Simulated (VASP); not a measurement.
# AlN (F-43m) in VASP: single point with PBE

Aim: the single point of AlN with PBE.

Everything below comes from runs of VASP 6.6.1. Logs are shortened: lines on timing, memory, paths and dates and some standing lists are left out, and cuts for length are marked.

## (1) The cell of the first run

Symmetry: F-43m, No. 216, cubic system. Conventional cell: a = 4.368 Å, b = 4.368 Å, c = 4.368 Å, α = 90.00°, β = 90.00°, γ = 90.00°. Al (site symmetry -43m) has 4 N at 1.89 Å within 2.5 Å. Within 2.5 Å of N (site symmetry -43m) lie 4 Al at 1.89 Å.

## (2) Single point, PBE

Input file INCAR:

```
ALGO = Normal
EDIFF = 1E-6
ENCUT = 600
GGA = PE
GGA_COMPAT = F
ISIF = 2
ISMEAR = 0
LASPH = T
LCHARG = T
LELF = T
LREAL = F
LVHAR = T
LWAVE = F
NBANDS = 11
NELM = 120
PREC = Accurate
SIGMA = 0.01
```

Input file KPOINTS:

```
k-points
0
Gamma
  8 8 8
```

Input file POSCAR:

```
AlN
1.0
    0.0000000000      2.1839935600      2.1839935600
    2.1839935600      0.0000000000      2.1839935600
    2.1839935600      2.1839935600      0.0000000000
Al N
1 1
Direct
    0.0000000000      0.0000000000      0.0000000000
    0.7500000000      0.7500000000      0.7500000000
```

Potentials or basis: VASP PAW PBE potentials, release 64 (Al, N).

On the command line:

```console
$ cat potpaw_PBE.64/Al/POTCAR potpaw_PBE.64/N/POTCAR > POTCAR
$ mpirun -np 1 vasp_std > vasp.out
```

OUTCAR:

```text
EDIFF = 1E-6
   ENCUT = 600
   GGA = PE
   ISIF = 2
   ISMEAR = 0
   LASPH = T
   LREAL = F
   NELM = 120
   PREC = Accurate

 ion  position               nearest neighbor table
   1  0.000  0.000  0.000-   2 1.89   2 1.89   2 1.89   2 1.89
   2  0.750  0.750  0.750-   1 1.89   1 1.89   1 1.89   1 1.89

  LATTYP: Found a face centered cubic cell.
 ALAT       =     4.3679871200

  Lattice vectors:

 A1 = (   0.0000000000,   2.1839935600,   2.1839935600)
 A2 = (   2.1839935600,   0.0000000000,   2.1839935600)
 A3 = (   2.1839935600,   2.1839935600,   0.0000000000)

Analysis of symmetry for initial positions (statically):
=====================================================================
 Subroutine PRICEL returns:
 Original cell was already a primitive cell.

 Routine SETGRP: Setting up the symmetry group for a
 face centered cubic supercell.

 Subroutine GETGRP returns: Found 24 space group operations
 (whereof 24 operations were pure point group operations)
 out of a pool of 48 trial point group operations.

The static configuration has the point symmetry T_d .

Analysis of symmetry for dynamics (positions and initial velocities):
=====================================================================
 Subroutine PRICEL returns:
 Original cell was already a primitive cell.

 Routine SETGRP: Setting up the symmetry group for a
 face centered cubic supercell.

 Subroutine GETGRP returns: Found 24 space group operations
 (whereof 24 operations were pure point group operations)
 out of a pool of 48 trial point group operations.

The dynamic configuration has the point symmetry T_d .

 Subroutine INISYM returns: Found 24 space group operations
 (whereof 24 operations are pure point group operations),
 and found     1 'primitive' translations

----------------------------------------------------------------------------------------

                                     Primitive cell

  volume of cell :      20.8345

  direct lattice vectors                    reciprocal lattice vectors
     0.000000000  2.183993560  2.183993560    -0.228938404  0.228938404  0.228938404
     2.183993560  0.000000000  2.183993560     0.228938404 -0.228938404  0.228938404
     2.183993560  2.183993560  0.000000000     0.228938404  0.228938404 -0.228938404

  length of vectors
     3.088633313  3.088633313  3.088633313     0.396532948  0.396532948  0.396532948

  position of ions in fractional coordinates (direct lattice)
     0.000000000  0.000000000  0.000000000
     0.750000000  0.750000000  0.750000000

  ion indices of the primitive-cell ions
   primitive index   ion index
                 1           1
                 2           2

----------------------------------------------------------------------------------------

 KPOINTS: k-points

Automatic generation of k-mesh.
 Grid dimensions read from file:
 generate k-points for:    8    8    8

 Generating k-lattice:

  Cartesian coordinates                     Fractional coordinates (reciprocal lattice)
    -0.028617301  0.028617301  0.028617301     0.125000000  0.000000000  0.000000000
     0.028617301 -0.028617301  0.028617301     0.000000000  0.125000000  0.000000000
     0.028617301  0.028617301 -0.028617301     0.000000000  0.000000000  0.125000000

  Length of vectors
     0.049566618  0.049566618  0.049566618

  Shift w.r.t. Gamma in fractional coordinates (k-lattice)
     0.000000000  0.000000000  0.000000000

 Subroutine IBZKPT returns following result:
 ===========================================

 Found     29 irreducible k-points:

 Following reciprocal coordinates:
            Coordinates               Weight
  0.000000  0.000000  0.000000      1.000000
  0.125000  0.000000  0.000000      8.000000
  0.250000  0.000000  0.000000      8.000000
  0.375000  0.000000  0.000000      8.000000
  0.500000  0.000000  0.000000      4.000000
  0.125000  0.125000  0.000000      6.000000
[... 16 lines left out ...]
  0.500000  0.250000  0.125000     48.000000
 -0.375000  0.250000  0.125000     24.000000
 [... further k-points ...]
   k-points           NKPTS =     29   k-points in BZ     NKDIM =     29   number of bands    NBANDS=     11
   number of dos      NEDOS =    301   number of ions     NIONS =      2
   total plane-waves  NPLWV =  21952
   dimension x,y,z NGX =    28 NGY =   28 NGZ =   28
   dimension x,y,z NGXF=    56 NGYF=   56 NGZF=   56
   ions per type =               1   1
   NGX,Y,Z   is equivalent  to a cutoff of  15.07, 15.07, 15.07 a.u.
   NGXF,Y,Z  is equivalent  to a cutoff of  30.14, 30.14, 30.14 a.u.
 SYSTEM =  unknown system
   PREC   = accura    normal or accurate (medium, high low for compatibility)
   ISTART =      0    job   : 0-new  1-cont  2-samecut
   ICHARG =      2    charge: 1-file 2-atom 10-const
   ISPIN  =      1    spin polarized calculation?
   LNONCOLLINEAR =      F non collinear calculations
   LSORBIT =      F    spin-orbit coupling
   LASPH  =      T    aspherical Exc in radial PAW
   ENCUT  =  600.0 eV  44.10 Ry    6.64 a.u.   6.17  6.17  6.17*2*pi/ulx,y,z
   NELM   =    120;   NELMIN=  2; NELMDL= -5     # of ELM steps
   EDIFF  = 0.1E-05   stopping-criterion for ELM
   LREAL  =      F    real-space projection
   EDIFFG = 0.1E-04   stopping-criterion for IOM
   NSW    =      0    number of steps for IOM
   IBRION =     -1    ionic relax: 0-MD 1-quasi-New 2-CG
   NFREE  =      0    steps in history (QN), initial steepest desc. (CG)
   ISIF   =      2    stress and relaxation
   ISYM   =      2    0-nonsym 1-usesym 2-fastsym
   POTIM  = 0.5000    time-step for ionic-motion
   TEBEG  =    0.0;   TEEND  =   0.0 temperature during run
   PSTRESS=    0.0 pullay stress
   NELECT =       8.0000    total number of electrons
   NUPDOWN=      -1.0000    fix difference up-down
   EMIN   =  10.00;   EMAX   =-10.00  energy-range for DOS
   EFERMI =   0.00;   METHOD = LEGACY
   ISMEAR =     0;   SIGMA  =   0.01  broadening in eV -4-tet -1-fermi 0-gaus
   EFERMI_NEDOS =   21; number of points for ismear=-14 and -15
   IALGO  =     38    algorithm
   IMIX   =      4    mixing-type and parameters
     AMIX     =   0.40;   BMIX     =  1.00
     AMIX_MAG =   1.60;   BMIX_MAG =  1.00
  volume/ion in A,a.u.               =      10.42        70.30
  Fermi-wavevector in a.u.,A,eV,Ry     =   1.189899  2.248583 19.263943  1.415860
  Thomas-Fermi vector in A             =   2.325996
   LORBIT       =      0    0 simple, 1 ext, 2 COOP (PROOUT), +10 PAW based schemes
   GGA     = PE    functional components
   LHFCALC =     F    Hartree Fock is set to
   AEXX    =    0.0000 exact exchange contribution
   IVDW    =     0    specifies the selected vdW correction
   LEPSILON=     F    determine dielectric tensor
   LRPA    =     F    only Hartree local field effects (RPA)
 non-spin polarized calculation
 Gauss-broadening in eV      SIGMA  =   0.01
  energy-cutoff  :      600.00
  volume of cell :       20.83
 maximum number of plane-waves:       725
 NGX is ok and might be reduce to    28
   NGX = 13   NGY = 13   NGZ = 13

 number of electron       7.9999999 magnetization

 Free energy of the ion-electron system (eV)
  ---------------------------------------------------
  ext. energy  EPLUGINS =         0.00000000
  ---------------------------------------------------
  free energy    TOTEN  =       -14.84183932 eV

  energy without entropy =      -14.84183932  energy(sigma->0) =      -14.84183932

 E-fermi :   6.0432     XC(G=0): -10.9338

 val. band max:        5.9699240718   @ k =   0.0000   0.0000   0.0000
 cond. band min:       9.2878062556   @ k =   0.5000   0.5000   0.0000
 fundamental gap:      3.3178821837
 Fermi energy:         6.0431859652

 k-point     1 :       0.0000    0.0000    0.0000
  band No.  band energies     occupation
      1      -9.0115      2.00000
      2       5.9699      2.00000
      3       5.9699      2.00000
      4       5.9699      2.00000
      5      10.1660      0.00000
      6      18.5302      0.00000
      7      18.5302      0.00000
      8      18.5302      0.00000
      9      23.6585      0.00000
     10      23.6585      0.00000
     11      25.0603      0.00000

 k-point     2 :       0.1250    0.0000    0.0000
  band No.  band energies     occupation
      1      -8.7843      2.00000
      2       4.7905      2.00000
      3       5.8915      2.00000
      4       5.8915      2.00000
      5      11.1079      0.00000
      6      17.9571      0.00000
      7      18.7028      0.00000
      8      18.7028      0.00000
      9      22.1199      0.00000
     10      22.1199      0.00000
     11      24.0116      0.00000

 k-point     3 :       0.2500    0.0000    0.0000
  band No.  band energies     occupation
      1      -8.1610      2.00000
      2       2.7103      2.00000
      3       5.7146      2.00000
      4       5.7146      2.00000
      5      12.4265      0.00000
      6      16.9407      0.00000
      7      18.2971      0.00000
      8      18.2971      0.00000
      9      22.2463      0.00000
     10      22.2463      0.00000
     11      23.2105      0.00000

 k-point     4 :       0.3750    0.0000    0.0000
  band No.  band energies     occupation
      1      -7.3731      2.00000
      2       0.8902      2.00000
      3       5.5532      2.00000
      4       5.5532      2.00000
      5      13.1502      0.00000
      6      16.1487      0.00000
      7      17.4549      0.00000
      8      17.4549      0.00000
      9      23.5032      0.00000
     10      24.2784      0.00000
     11      24.2784      0.00000
[... 239 lines left out ...]
 k-point    22 :       0.3750    0.2500    0.1250
  band No.  band energies     occupation
      1      -7.6600      2.00000
      2       2.4068      2.00000
      3       4.4937      2.00000
      4       5.3681      2.00000
      5      12.7798      0.00000
      6      16.4960      0.00000
      7      16.8259      0.00000
      8      19.2536      0.00000
      9      20.6215      0.00000
     10      25.0954      0.00000
     11      27.6099      0.00000

 k-point    23 :       0.5000    0.2500    0.1250
  band No.  band energies     occupation
      1      -6.9808      2.00000
      2       1.3487      2.00000
      3       3.9016      2.00000
      4       5.0402      2.00000
      5      13.0157      0.00000
      6      15.6103      0.00000
      7      17.5052      0.00000
      8      18.8560      0.00000
      9      22.0125      0.00000
     10      25.6254      0.00000
     11      27.7425      0.00000

 k-point    24 :      -0.3750    0.2500    0.1250
  band No.  band energies     occupation
      1      -6.6435      2.00000
      2       0.8299      2.00000
      3       3.7473      2.00000
      4       4.8536      2.00000
      5      13.0720      0.00000
      6      15.2249      0.00000
      7      18.1416      0.00000
      8      18.6560      0.00000
      9      23.1492      0.00000
     10      24.7435      0.00000
     11      28.0121      0.00000

 [... further k-points ...]

------------------------ aborting loop because EDIFF is reached ----------------------------------------

  FORCE on cell =-STRESS in cart. coord.  units (eV):
  Direction    XX          YY          ZZ          XY          YZ          ZX
  --------------------------------------------------------------------------------------
  -------------------------------------------------------------------------------------
  Total        0.5799318      0.5799318      0.5799318      0.0000000      0.0000000      0.0000000
  in kB       44.5967760     44.5967760     44.5967760      0.0000000      0.0000000      0.0000000
  external PRESSURE =      44.5967760 kB  Pullay stress =       0.0000000 kB

 VOLUME and BASIS-vectors are now :
 -----------------------------------------------------------------------------
  energy-cutoff  :      600.00
  volume of cell :       20.83
      direct lattice vectors                 reciprocal lattice vectors
     0.000000000  2.183993560  2.183993560    -0.228938404  0.228938404  0.228938404
     2.183993560  0.000000000  2.183993560     0.228938404 -0.228938404  0.228938404
     2.183993560  2.183993560  0.000000000     0.228938404  0.228938404 -0.228938404

 POSITION                                       TOTAL-FORCE (eV/Angst)
 -----------------------------------------------------------------------------------
      0.00000      0.00000      0.00000        -0.000000     -0.000000     -0.000000
      3.27599      3.27599      3.27599         0.000000      0.000000      0.000000
 -----------------------------------------------------------------------------------
    total drift:                               -0.000000     -0.000000     -0.000000

  FREE ENERGIE OF THE ION-ELECTRON SYSTEM (eV)
  ---------------------------------------------------
  free  energy   TOTEN  =       -14.8418393239 eV

  energy  without entropy=      -14.8418393239  energy(sigma->0) =      -14.84183932
```

It took 11 s on 1 thread of Intel Xeon 6975P-C, shared host; peak memory 0.15 GiB.

What came out:

```
Free energy            : -14.8418 eV
Pressure               : 4.5 GPa
Band gap on the k mesh : 3.32 eV, indirect (least direct gap 4.20 eV)
```

A k mesh can miss the band edges. A hybrid or GW would open this gap; PBE tends to underestimate it.
